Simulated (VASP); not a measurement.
A run of VASP 6.6.1:

INCAR

```
SYSTEM = Sc3Te2
ALGO = Normal
EDIFF = 1E-6
ENCUT = 520
GGA = PE
ISIF = 2
ISMEAR = 0
LASPH = .TRUE.
LCHARG = .FALSE.
LREAL = .FALSE.
LWAVE = .FALSE.
NBANDS = 30
NELM = 60
PREC = Accurate
SIGMA = 0.1
```

Contents of KPOINTS:

```
k-points
0
G
  4 4 4
  0 0 0
```

File POSCAR:

```
Sc3Te2
1.0
    5.3260905735      0.0000000000      0.0000000000
    0.0000000000      5.3260905735      0.0000000000
    0.0000000000      0.0000000000      5.3260905735
Sc Te
3 2
Direct
    0.5000000000      0.0000000000      0.0000000000
    0.0000000000      0.5000000000      0.0000000000
    0.0000000000      0.0000000000      0.5000000000
    0.5000000000      0.5000000000      0.5000000000
    0.0000000000      0.0000000000      0.0000000000
```

Potentials or basis: VASP PAW PBE potentials, release 64 (Sc_sv, Te).

The run is started by

```sh
$ cat potpaw_PBE.64/Sc_sv/POTCAR potpaw_PBE.64/Te/POTCAR > POTCAR
$ mpirun -np 1 vasp_std > vasp.out
```

Hardware: 1 thread of Oxide Virtual Turin-like Processor, with other jobs on the host.

Question: How long does it take, and how much memory?

Answer: Run time: 37 s on 1 thread of Oxide Virtual Turin-like Processor (shared host), peak memory 0.22 GiB. Counts: scf iterations 14, k points 10.
